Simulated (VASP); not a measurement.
Here is a VASP 6.6.1 calculation.

Contents of INCAR:

```
PREC = Accurate ; ENCUT = 520
EDIFF = 1E-6 ; ISMEAR = 0
SIGMA = 0.02 ; LREAL = Auto
LASPH = T ; NELM = 60
ALGO = Normal ; ISIF = 2
LWAVE = F ; LCHARG = T
GGA = PE ; LELF = T
LVHAR = T ; NBANDS = 92
```

The input KPOINTS:

```
regular mesh
0
Gamma
  2 2 2
```

Contents of POSCAR:

```
Ga9P8
1.0
   -5.5051169764      5.5051169764      0.0000000000
   -5.5051169764      0.0000000000      5.5051169764
    0.0000000000      5.5051169764      5.5051169764
Ga P
9 8
Direct
    0.9993192740      0.9992586031      0.4894176657
    0.5007217852      1.0028059392      0.4928583737
    1.0028668825      0.5006599336      0.4928590095
    1.0028399076      1.0027779652     -0.0093218728
    0.4884832623      0.4884207750      0.5297045481
    0.4885729062      1.0391363207     -0.0212743890
    1.0391978090      0.4885143243     -0.0212757514
    0.5201063869      0.5200435363      0.0102650861
    0.6510401169      0.6509798094      1.1415265156
    0.8750127419      0.8749506179      0.3650466482
    0.3718564944      0.8811895407      0.3715932847
    0.8812513014      0.3717956419      0.3715921948
    0.8813200556      0.8812581133      0.8619631554
    0.3729276796      0.3728666455      0.3834864017
    0.3729207769      0.8932132634      0.8629234438
    0.8932758416      0.3728591070      0.8629240796
    0.3950422869      0.3949805262      0.8855154252
```

Potentials or basis: VASP PAW PBE potentials, release 64 (Ga_d, P).

Run with:

```bash
$ cat potpaw_PBE.64/Ga_d/POTCAR potpaw_PBE.64/P/POTCAR > POTCAR
$ mpirun -np 1 vasp_std > vasp.out
```

(1) What does it give for the largest force?

(2) Estimate the pressure.

## Answers

(1) 0.017 eV/Å.

(2) 6.0 GPa.

Caveat: the k points lie up to 0.49 Å⁻¹ apart, too coarse for converged energies and pressures of a metal.
